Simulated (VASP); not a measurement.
# Cu (P6_3/mmc) in VASP: single point with r2SCAN

Aim: the single point of Cu with r2SCAN.

Everything below comes from runs of VASP 6.6.1. Logs are shortened: lines on timing, memory, paths and dates and some standing lists are left out, and cuts for length are marked.

## (1) The cell of the first run

It takes space group P6_3/mmc (No. 194, hexagonal). Conventional cell: a = 2.519 Å, b = 2.519 Å, c = 4.164 Å, α = 90.00°, β = 90.00°, γ = 120.00°. Cu (site symmetry -6m2) has 12 Cu at 2.52 to 2.54 Å within 3.3 Å.

This isn't the form of Cu at room conditions, which is fcc.

## (2) Single point, r2SCAN, non-collinear spin, typed start, spin-orbit coupling

POSCAR

```
Cu
1.0
    2.5187359587     -0.0000002681      0.0000000000
   -1.2593677471      2.1812894597      0.0000000000
    0.0000000000      0.0000000000      4.1636023904
Cu
2
Direct
    0.3333333333      0.6666666667      0.2500000000
    0.6666666667      0.3333333333      0.7500000000
```

INCAR.step1

```
SYSTEM = Cu
ALGO = Normal
EDIFF = 1E-4
ENCUT = 520
GGA = PE
GGA_COMPAT = .False.
ISMEAR = -1
LASPH = .True.
LCHARG = .False.
LMAXMIX = 4
LREAL = .False.
LSORBIT = .True.
LWAVE = .True.
MAGMOM = 0 0 1 0 0 1
NBANDS = 34
NELM = 150
PREC = Accurate
SIGMA = 0.1
```

INCAR.step2

```
SYSTEM = Cu
ALGO = Normal
EDIFF = 1E-7
ENCUT = 520
GGA_COMPAT = .False.
ISIF = 2
ISMEAR = -1
ISTART = 1
LASPH = .True.
LCHARG = .True.
LMAXMIX = 4
LMIXTAU = .True.
LORBIT = 11
LORBMOM = .True.
LREAL = .False.
LSORBIT = .True.
LVHAR = .True.
LWAVE = .False.
MAGMOM = 0 0 1 0 0 1
METAGGA = R2SCAN
NBANDS = 34
NELM = 150
PREC = Accurate
SIGMA = 0.1
```

KPOINTS

```
k-points
0
Gamma
  9 9 5
  0 0 0
```

Potentials or basis: VASP PAW PBE potentials, release 64 (Cu).

Launch:

```
$ cat potpaw_PBE.64/Cu/POTCAR > POTCAR
$ cp INCAR.step1 INCAR
$ mpirun -np 1 vasp_ncl > vasp.out
$ cp INCAR.step2 INCAR
$ mpirun -np 1 vasp_ncl > vasp.out
```

OUTCAR:

```text
SYSTEM = Cu
   EDIFF = 1E-7
   ENCUT = 520
   ISIF = 2
   ISMEAR = -1
   ISTART = 1
   LASPH = .True.
   LORBIT = 11
   LREAL = .False.
   LSORBIT = .True.
   METAGGA = R2SCAN
   NELM = 150
   PREC = Accurate

 ion  position               nearest neighbor table
   1  0.333  0.667  0.250-   2 2.54   2 2.54   2 2.54   2 2.54   2 2.54   2 2.54
   2  0.667  0.333  0.750-   1 2.54   1 2.54   1 2.54   1 2.54   1 2.54   1 2.54

  LATTYP: Found a hexagonal cell.
 ALAT       =     2.5187359587
 C/A-ratio  =     1.6530523480

  Lattice vectors:

 A1 = (   2.5187359587,  -0.0000002681,   0.0000000000)
 A2 = (  -1.2593677471,   2.1812894597,   0.0000000000)
 A3 = (   0.0000000000,   0.0000000000,   4.1636023904)

Analysis of symmetry for initial positions (statically):
=====================================================================
 Subroutine PRICEL returns:
 Original cell was already a primitive cell.

 Routine SETGRP: Setting up the symmetry group for a
 hexagonal supercell.

 Subroutine GETGRP returns: Found 24 space group operations
 (whereof 12 operations were pure point group operations)
 out of a pool of 24 trial point group operations.

The static configuration has the point symmetry D_3d.
 The point group associated with its full space group is D_6h.

Analysis of symmetry for dynamics (positions and initial velocities):
=====================================================================
 Subroutine PRICEL returns:
 Original cell was already a primitive cell.

 Routine SETGRP: Setting up the symmetry group for a
 hexagonal supercell.

 Subroutine GETGRP returns: Found 24 space group operations
 (whereof 12 operations were pure point group operations)
 out of a pool of 24 trial point group operations.

The dynamic configuration has the point symmetry D_3d.
 The point group associated with its full space group is D_6h.

Analysis of structural, dynamic, and magnetic symmetry:
=====================================================================
 Subroutine PRICEL returns:
 Original cell was already a primitive cell.

 Routine SETGRP: Setting up the symmetry group for a
 hexagonal supercell.

 Subroutine GETGRP returns: Found 12 space group operations
 (whereof  6 operations were pure point group operations)
 out of a pool of 24 trial point group operations.

The overall configuration has the point symmetry S_6 .
 The point group associated with its full space group is C_6h.

 Subroutine INISYM returns: Found 12 space group operations
 (whereof  6 operations are pure point group operations),
 and found     1 'primitive' translations

----------------------------------------------------------------------------------------

                                     Primitive cell

  volume of cell :      22.8752

  direct lattice vectors                    reciprocal lattice vectors
     2.518735959 -0.000000268  0.000000000     0.397024570  0.229222186  0.000000000
    -1.259367747  2.181289460  0.000000000     0.000000049  0.458444457  0.000000000
     0.000000000  0.000000000  4.163602390     0.000000000  0.000000000  0.240176632

  length of vectors
     2.518735959  2.518735959  4.163602390     0.458444457  0.458444457  0.240176632

  position of ions in fractional coordinates (direct lattice)
     0.333333333  0.666666667  0.250000000
     0.666666667  0.333333333  0.750000000

  ion indices of the primitive-cell ions
   primitive index   ion index
                 1           1
                 2           2

----------------------------------------------------------------------------------------

 KPOINTS: k-points

Automatic generation of k-mesh.
 Grid dimensions read from file:
 generate k-points for:    9    9    5

 Generating k-lattice:
[... 99 lines left out ...]

 number of electron      21.9999995 magnetization       0.0000000      0.0000000      0.0000092

 number of electron      21.9999995 magnetization      -0.0000000      0.0000000      0.0000000

 number of electron      21.9999995 magnetization       0.0000000     -0.0000000     -0.0000000

 Free energy of the ion-electron system (eV)
  ---------------------------------------------------
  ext. energy  EPLUGINS =         0.00000000
  ---------------------------------------------------
  free energy    TOTEN  =       -21.69448859 eV

  energy without entropy =      -21.68642448  energy(sigma->0) =      -21.69045653

 E-fermi :   7.8549     XC(G=0): -13.9599

 val. band max:        7.7640787653   @ k =   0.1111   0.1111   0.2000
 cond. band min:       7.9529153588   @ k =   0.1111  -0.0000   0.0000
 fundamental gap:      0.1888365935
 Fermi energy:         7.8549494652

 k-point     1 :       0.0000    0.0000    0.0000
  band No.  band energies     occupation
      1      -2.1252      1.00000
      2      -2.1252      1.00000
      3       2.3450      1.00000
      4       2.3450      1.00000
      5       4.4840      1.00000
      6       4.4840      1.00000
[... 877 lines left out ...]
     33      25.4200      0.00000
     34      25.4200      0.00000

 [... further k-points ...]

------------------------ aborting loop because EDIFF is reached ----------------------------------------

  FORCE on cell =-STRESS in cart. coord.  units (eV):
  Direction    XX          YY          ZZ          XY          YZ          ZX
  --------------------------------------------------------------------------------------
  -------------------------------------------------------------------------------------
  Total        0.0990168      0.0990168      0.1035983     -0.0000006      0.0000000      0.0000000
  in kB        6.9351273      6.9351273      7.2560146     -0.0000415      0.0000000      0.0000000
  external PRESSURE =       7.0420897 kB  Pullay stress =       0.0000000 kB

 VOLUME and BASIS-vectors are now :
 -----------------------------------------------------------------------------
  energy-cutoff  :      520.00
  volume of cell :       22.88
      direct lattice vectors                 reciprocal lattice vectors
     2.518735959 -0.000000268  0.000000000     0.397024570  0.229222186  0.000000000
    -1.259367747  2.181289460  0.000000000     0.000000049  0.458444457  0.000000000
     0.000000000  0.000000000  4.163602390     0.000000000  0.000000000  0.240176632

 POSITION                                       TOTAL-FORCE (eV/Angst)
 -----------------------------------------------------------------------------------
      0.00000      1.45419      1.04090        -0.000000      0.000000      0.000000
      1.25937      0.72710      3.12270         0.000000      0.000000      0.000000
 -----------------------------------------------------------------------------------
    total drift:                                0.000000     -0.000000      0.000000

  FREE ENERGIE OF THE ION-ELECTRON SYSTEM (eV)
  ---------------------------------------------------
  free  energy   TOTEN  =       -21.6944885907 eV

  energy  without entropy=      -21.6864244763  energy(sigma->0) =      -21.69045653

 orbital moment (x)

 # of ion     p       d       tot
 ----------------------------------------
  1        -0.000   0.000  -0.000
  2        -0.000   0.000   0.000
 ----------------------------------------
           -0.000   0.000   0.000

 orbital moment (y)

 # of ion     p       d       tot
 ----------------------------------------
  1        -0.000  -0.000  -0.000
  2        -0.000   0.000   0.000
 ----------------------------------------
           -0.000  -0.000  -0.000

 orbital moment (z)

 # of ion     p       d       tot
 ----------------------------------------
  1         0.000  -0.000  -0.000
  2         0.000  -0.000  -0.000
 ----------------------------------------
            0.000  -0.000  -0.000

 Spin-Orbit-Coupling matrix elements

 Ion:    1  E_soc:     -0.0126045
 l=   1
     0.0000000    -0.0003465    -0.0003523
    -0.0003465     0.0000000    -0.0003465
    -0.0003523    -0.0003465     0.0000000
 l=   2
     0.0000000    -0.0003472     0.0000000    -0.0003472    -0.0014083
    -0.0003472     0.0000000    -0.0010576    -0.0003445    -0.0003472
     0.0000000    -0.0010576     0.0000000    -0.0010576     0.0000000
    -0.0003472    -0.0003445    -0.0010576     0.0000000    -0.0003472
    -0.0014083    -0.0003472     0.0000000    -0.0003472     0.0000000
 l=   3
     0.0000000     0.0000000     0.0000000     0.0000000     0.0000000     0.0000000     0.0000000
     0.0000000     0.0000000     0.0000000     0.0000000     0.0000000     0.0000000     0.0000000
     0.0000000     0.0000000     0.0000000     0.0000000     0.0000000     0.0000000     0.0000000
     0.0000000     0.0000000     0.0000000     0.0000000     0.0000000     0.0000000     0.0000000
     0.0000000     0.0000000     0.0000000     0.0000000     0.0000000     0.0000000     0.0000000
     0.0000000     0.0000000     0.0000000     0.0000000     0.0000000     0.0000000     0.0000000
     0.0000000     0.0000000     0.0000000     0.0000000     0.0000000     0.0000000     0.0000000

 Ion:    2  E_soc:     -0.0126045
 l=   1
     0.0000000    -0.0003465    -0.0003523
    -0.0003465     0.0000000    -0.0003465
    -0.0003523    -0.0003465     0.0000000
 l=   2
     0.0000000    -0.0003472     0.0000000    -0.0003472    -0.0014083
    -0.0003472     0.0000000    -0.0010576    -0.0003445    -0.0003472
     0.0000000    -0.0010576     0.0000000    -0.0010576     0.0000000
    -0.0003472    -0.0003445    -0.0010576     0.0000000    -0.0003472
    -0.0014083    -0.0003472     0.0000000    -0.0003472     0.0000000
 l=   3
     0.0000000     0.0000000     0.0000000     0.0000000     0.0000000     0.0000000     0.0000000
     0.0000000     0.0000000     0.0000000     0.0000000     0.0000000     0.0000000     0.0000000
     0.0000000     0.0000000     0.0000000     0.0000000     0.0000000     0.0000000     0.0000000
     0.0000000     0.0000000     0.0000000     0.0000000     0.0000000     0.0000000     0.0000000
     0.0000000     0.0000000     0.0000000     0.0000000     0.0000000     0.0000000     0.0000000
     0.0000000     0.0000000     0.0000000     0.0000000     0.0000000     0.0000000     0.0000000
     0.0000000     0.0000000     0.0000000     0.0000000     0.0000000     0.0000000     0.0000000

 total charge

# of ion       s       p       d       tot
------------------------------------------
    1        0.469   0.422   9.197  10.088
    2        0.469   0.422   9.197  10.088
--------------------------------------------------
tot          0.938   0.844  18.394  20.176

 magnetization (x)

# of ion       s       p       d       tot
------------------------------------------
    1        0.000   0.000   0.000   0.000
    2        0.000   0.000   0.000   0.000
--------------------------------------------------
tot          0.000   0.000   0.000   0.000

 magnetization (y)

# of ion       s       p       d       tot
------------------------------------------
    1        0.000   0.000   0.000   0.000
    2        0.000   0.000   0.000   0.000
--------------------------------------------------
tot          0.000   0.000   0.000   0.000

 magnetization (z)

# of ion       s       p       d       tot
------------------------------------------
    1        0.000   0.000   0.000   0.000
    2        0.000   0.000   0.000   0.000
--------------------------------------------------
tot          0.000   0.000   0.000   0.000
```

It took 12 min on 1 thread of Intel Xeon 8259CL, shared host; peak memory 0.25 GiB.

What came out:

```yaml
Free_energy: -21.6945 eV
Pressure: 0.7 GPa
Net_moment: 0.00 μB per cell
Valence_electrons_inside_the_program's_atomic_spheres: Cu 10.09
```

Moments on the atoms (μB; x, y, z):
```
Cu  0.00 0.00 0.00
Cu  0.00 0.00 0.00
```

Caveat: the PAW data sets were made with another functional, which shifts forces and pressure a little.
